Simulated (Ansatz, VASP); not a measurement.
CdGe2P2 in VASP and in Ansatz

File INCAR:

```
  ALGO = Normal
  EDIFF = 1E-6
  ENCUT = 520
  GGA = PE
  ISIF = 2
  ISMEAR = 0
  LASPH = T
  LCHARG = F
  LREAL = F
  LWAVE = F
  NBANDS = 61
  NELM = 60
  PREC = Accurate
  SIGMA = 0.2
```

KPOINTS

```
k-points
0
Gamma
  6 6 2
```

File POSCAR:

```
CdGe2P2
1.0
    3.4546436239      0.0000000000      0.0000000000
    0.0000000000      3.4546436239      0.0000000000
    0.0000000000      0.0000000000     16.9766414170
Cd Ge P
2 4 4
Direct
    0.0000000000      1.0000000000      0.0000000000
    0.0000000000      1.0000000000      0.5000000000
    0.5000000000      0.5000000000      0.3664748564
    0.5000000000      0.5000000000      0.8664748564
    0.5000000000      0.5000000000      0.1335251436
    0.5000000000      0.5000000000      0.6335251436
    1.0000000000      0.0000000000      0.1853073211
    1.0000000000      0.0000000000      0.6853073211
    1.0000000000      0.0000000000      0.3146926789
    1.0000000000      0.0000000000      0.8146926789
```

Input for Ansatz:

```yaml
crystal:
  lattice:
    - [3.4546436239, 0.0, 0.0]
    - [0.0, 3.4546436239, 0.0]
    - [0.0, 0.0, 16.976641417]
  atoms:
    - { symbol: Cd, position: [0.0, 1.0, 0.0] }
    - { symbol: Cd, position: [0.0, 1.0, 0.5] }
    - { symbol: Ge, position: [0.5, 0.5, 0.3664748564] }
    - { symbol: Ge, position: [0.5, 0.5, 0.8664748564] }
    - { symbol: Ge, position: [0.5, 0.5, 0.1335251436] }
    - { symbol: Ge, position: [0.5, 0.5, 0.6335251436] }
    - { symbol: P, position: [1.0, 0.0, 0.1853073211] }
    - { symbol: P, position: [1.0, 0.0, 0.6853073211] }
    - { symbol: P, position: [1.0, 0.0, 0.3146926789] }
    - { symbol: P, position: [1.0, 0.0, 0.8146926789] }
basis:
  ecutwfc: 420
kpoints:
  mp_grid: { grid: [6, 6, 2] }
hamiltonian:
  xc: pbe
scf:
  occupations: { method: gaussian, width: 0.2 }
  lower_state_search: "off"
output:
  forces: true
  stress: true
  eigenvalues: true
```

Alike in both runs: task single point; functional PBE; k mesh 6 × 6 × 2; occupations gaussian, width 0.2 eV; no spin polarisation.

```csv
,VASP,Ansatz
version,VASP 6.6.1,Ansatz 0.2.0
potentials or method,"VASP PAW PBE potentials, release 64 (Cd, Ge_d, P), cutoff 520 eV","scalar-relativistic, plane waves, PAW"
valence electrons in the cell,100,116
```

```tsv
	VASP	Ansatz	Ansatz less VASP
gap on the k mesh at the Fermi level (eV)	none	none	-
pressure (GPa)	0.2	0.2	+0.01
traceless stress, the component that is largest in VASP (GPa)	-0.43	-0.37	+0.057
rms of the force components (eV/Å)	0.015	0.006	-0.0085
```

Atom by atom the forces differ by 0.016 eV/Å (rms over components). A gap of «none» marks a metal or a gap that the smearing closes. VASP's potentials hold 100 valence electrons a cell and Ansatz's 116, so a difference there can come from the potentials and not from the codes.
